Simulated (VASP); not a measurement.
Input of a VASP 6.6.1 run:

Contents of INCAR:

```
SYSTEM = Zn
PREC = Accurate ; ENCUT = 520
EDIFF = 1E-6 ; ISMEAR = 0
SIGMA = 0.15 ; LREAL = .False.
LASPH = .True. ; NELM = 60
ALGO = Fast ; ISIF = 2
LWAVE = .False. ; LCHARG = .False.
GGA = PS ; NBANDS = 12
```

KPOINTS

```
regular mesh
0
Gamma
  22 22 22
  0 0 0
```

The input POSCAR:

```
Zn
1.0
   -1.5847273700      1.5847273700      1.5690370000
    1.5847273700     -1.5847273700      1.5690370000
    1.5533466300      1.5533466300     -1.5690370000
Zn
1
Direct
    0.0000000000      0.0000000000      0.0000000000
```

Potentials or basis: VASP PAW PBE potentials, release 64 (Zn).

Launch:

```sh
$ cat potpaw_PBE.64/Zn/POTCAR > POTCAR
$ mpirun -np 1 vasp_std > vasp.out
```

**Question.** What does it give for the pressure?

**Answer.** -4.7 GPa.

**Question.** What does it give for the band gap on the k mesh?

**Answer.** Zero (band 6 reaches 7.00 eV, above the bottom of band 7 at 1.71 eV).

Stress tensor (GPa, compression positive):
```
-4.71 -0.05  0.00
-0.05 -4.71  0.00
 0.00  0.00 -4.76
```

Caveat: the cell differs from its parent crystal (strain -0.0200 x Voigt [0, 0, 0, 0, 0, 1]); the PAW data sets were made with another functional, which shifts forces and pressure a little.
